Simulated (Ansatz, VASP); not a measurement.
**Two plane-wave programs on Re2SbRh2**

```
CELL_PARAMETERS angstrom
-1.78572 1.78572 6.79573
1.78572 -1.78572 6.79573
1.78572 1.78572 -6.79573
ATOMIC_POSITIONS crystal
Re 0.25000 0.75000 0.50000
Re 0.75000 0.25000 0.50000
Sb 0.00000 0.00000 0.00000
Rh 0.60198 0.60198 0.00000
Rh 0.39802 0.39802 0.00000
```

Alike in both runs: functional PBE; k mesh 6 × 6 × 6; occupations gaussian, width 0.1 eV; no spin polarisation.

Ansatz relaxed the structure, and its values are those at the end. VASP's run is a single point on that final structure, the one shown.

```csv
,VASP,Ansatz
version,VASP 6.6.1,Ansatz 0.2.0
potentials or method,"VASP PAW PBE potentials, release 64 (Re_sv_GW, Sb_d_GW, Rh_sv_GW), cutoff 620 eV","scalar-relativistic, plane waves, PAW"
valence electrons in the cell,79,79
```

```tsv
	VASP	Ansatz	Ansatz less VASP
gap on the k mesh at the Fermi level (eV)	none	none	-
pressure (GPa)	-0.5	-0.2	+0.35
rms of the force components (eV/Å)	0.007	0.005	-0.0016
```

A gap of «none» marks a metal or a gap that the smearing closes.

The k mesh is coarse, so the values compare programs but aren't converged. Spin-orbit coupling is off throughout.
